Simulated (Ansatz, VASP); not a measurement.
Two plane-wave programs on Nb

POSCAR

```
Nb
1.0
    0.0000000000      2.1477355997      2.1477355997
    2.1477355997      0.0000000000      2.1477355997
    2.1477355997      2.1477355997      0.0000000000
Nb
1
Direct
    0.0000000000      0.0000000000      0.0000000000
```

The input INCAR.step1:

```
ALGO = Normal
EDIFF = 1E-4
ENCUT = 520
GGA = PE
ISMEAR = 0
LASPH = T
LCHARG = F
LREAL = F
LWAVE = T
NBANDS = 12
NELM = 60
PREC = Accurate
SIGMA = 0.1
```

File INCAR.step2:

```
ALGO = Normal
EDIFF = 1E-6
ENCUT = 520
ISIF = 2
ISMEAR = 0
ISTART = 1
LASPH = T
LCHARG = T
LELF = T
LMIXTAU = T
LREAL = F
LVHAR = T
LWAVE = F
METAGGA = R2SCAN
NBANDS = 12
NELM = 60
PREC = Accurate
SIGMA = 0.1
```

File KPOINTS:

```
k-points
0
Gamma
  18 18 18
```

Input for Ansatz:

```yaml
crystal:
  lattice:
    - [0.0, 2.1477355997, 2.1477355997]
    - [2.1477355997, 0.0, 2.1477355997]
    - [2.1477355997, 2.1477355997, 0.0]
  atoms:
    - { symbol: Nb, position: [0.0, 0.0, 0.0] }
basis:
  ecutwfc: 500
kpoints:
  mp_grid: { grid: [18, 18, 18] }
hamiltonian:
  xc: r2scan
scf:
  occupations: { method: gaussian, width: 0.1 }
output:
  forces: true
  stress: true
  eigenvalues: true
```

Alike in both runs: task single point; functional r2SCAN; k mesh 18 × 18 × 18; occupations gaussian, width 0.1 eV; no spin polarisation.

```csv
,VASP,Ansatz
version,VASP 6.6.1,Ansatz 0.2.0
potentials or method,"VASP PAW PBE potentials, release 64 (Nb_sv), cutoff 520 eV","scalar-relativistic, plane waves, PAW"
valence electrons in the cell,13,13
```

Ansatz gave:

| Property | Result |
| --- | --- |
| gap on the k mesh at the Fermi level (eV) | none |
| pressure (GPa) | -8.9 |

Estimate VASP's values.

gap on the k mesh at the Fermi level (eV): none; pressure (GPa): -9.0.

VASP's potentials were made for PBE, not for r2SCAN. A gap of «none» marks a metal or a gap that the smearing closes.
